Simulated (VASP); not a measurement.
Input of a VASP 6.6.1 run:

INCAR

```
PREC = Accurate
ENCUT = 600
EDIFF = 1E-7
ISMEAR = 0
SIGMA = 0.1
LREAL = False
LASPH = True
NELM = 80
ALGO = Fast
ISIF = 3
LWAVE = False
LCHARG = False
GGA = PS
IBRION = 2
NSW = 90
EDIFFG = -0.04
```

File KPOINTS:

```
Automatic mesh
0
Gamma
  6 6 6
```

The input POSCAR:

```
Mo
1.0
    2.5529747183      0.0000000000      0.0000000000
    0.0000000000      2.5529747183      0.0000000000
    0.0000000000      0.0000000000      2.5529747183
Mo
1
Direct
    0.0000000000      0.0000000000      0.0000000000
```

Potentials or basis: VASP PAW PBE potentials, release 64 (Mo_sv).

Command:

```bash
$ cat potpaw_PBE.64/Mo_sv/POTCAR > POTCAR
$ mpirun -np 1 vasp_std > vasp.out
```

**Question.** Predict the relaxed cell.

**Answer.** a = 2.570 Å, b = 2.570 Å, c = 2.570 Å, α = 90.00°, β = 90.00°, γ = 90.00°.

**Question.** Estimate the relaxed volume.

**Answer.** 16.98 Å³/atom.

**Question.** Estimate the space group after relaxing (to 0.05 Å).

**Answer.** Pm-3m (No. 221).

The path:
| step | energy change (eV) | largest force (eV/Å) | pressure (GPa) | volume (Å³) |
| --- | --- | --- | --- | --- |
| 1 | 0.0000 | 0.0000 | 4.50 | 16.64 |
| 2 | 0.0195 | 0.0000 | -9.08 | 17.79 |
| 3 | -0.0046 | 0.0000 | -0.06 | 16.98 |

Caveat: the k points lie up to 0.41 Å⁻¹ apart in the final cell; the PAW data sets were made with another functional, which shifts forces and pressure a little.
